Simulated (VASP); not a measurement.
Here is a VASP 6.6.1 calculation.

POSCAR

```
SiC
1.0
    0.0000000000      1.7700410943      1.7700410943
    1.7700410943      0.0000000000      1.7700410943
    1.7700410943      1.7700410943      0.0000000000
C Si
1 1
Direct
    0.0000000000      0.0000000000      0.0000000000
    0.5000000000      0.5000000000      0.5000000000
```

Contents of INCAR.step1:

```
SYSTEM = SiC
ALGO = Normal
EDIFF = 1E-4
ENCUT = 520
GGA = PE
ISMEAR = 0
LASPH = .TRUE.
LCHARG = .FALSE.
LREAL = .FALSE.
LWAVE = .TRUE.
NBANDS = 11
NELM = 80
PREC = Accurate
SIGMA = 0.05
```

File INCAR.step2:

```
SYSTEM = SiC
ALGO = Normal
EDIFF = 1E-7
ENCUT = 520
ISIF = 2
ISMEAR = 0
ISTART = 1
LASPH = .TRUE.
LCHARG = .TRUE.
LELF = .TRUE.
LMIXTAU = .TRUE.
LREAL = .FALSE.
LVHAR = .TRUE.
LWAVE = .FALSE.
METAGGA = R2SCAN
NBANDS = 11
NELM = 80
PREC = Accurate
SIGMA = 0.05
```

The input KPOINTS:

```
k-points
0
G
  20 20 20
  0 0 0
```

Potentials or basis: VASP PAW PBE potentials, release 64 (C, Si).

The run is started by

```sh
$ cat potpaw_PBE.64/C/POTCAR potpaw_PBE.64/Si/POTCAR > POTCAR
$ cp INCAR.step1 INCAR
$ mpirun -np 1 vasp_std > vasp.out
$ cp INCAR.step2 INCAR
$ mpirun -np 1 vasp_std > vasp.out
```

Problem. What does it give for the pressure?

Solution. 234.3 GPa.

Problem. What does it give for the band gap on the k mesh?

Solution. 0.69 eV, indirect (least direct gap 7.10 eV).

Caveat: the PAW data sets were made with another functional, which shifts forces and pressure a little. A k mesh can miss the band edges.
